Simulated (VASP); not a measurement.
Runs of VASP 6.6.1 on TiO2. The structure is that of space group I4_1/amd (No. 141), or close to it. The cells are those of the table. 

```tsv
task	cell	cutoff (eV)	gap on the mesh (eV)	pressure (GPa)	largest force (eV/Å)
single point	a = 5.493 Å, angles 139.7, 139.7, 58.4°, 6 atoms	520	(c)	3.7	0.02
relaxation of cell and atoms	relaxed to 60 GPa from a = 4.930 Å, angles 136.7, 136.7, 62.9°, 6 atoms	600	(b)	60.0	-
single point	a = 5.410 Å, angles 139.2, 139.2, 59.1°, 6 atoms	520	2.08	(a)	0.02
single point	a = 5.288 Å, angles 138.3, 138.3, 60.4°, 6 atoms	520	2.00	15.8	0.03
```

Alike in all rows: level PBE; potentials or basis VASP PAW PBE potentials, release 64 (Ti_sv, O); no spin polarisation; k mesh 10 × 10 × 10; smearing gaussian 0.02 eV.

Task: Estimate the missing entries.

Result: (a) 8.8; (b) 1.53; (c) 2.10.

Caveats: the cell is relaxed towards a set pressure, so the enthalpy falls and the energy may rise (some runs).

A k mesh can miss the band edges.
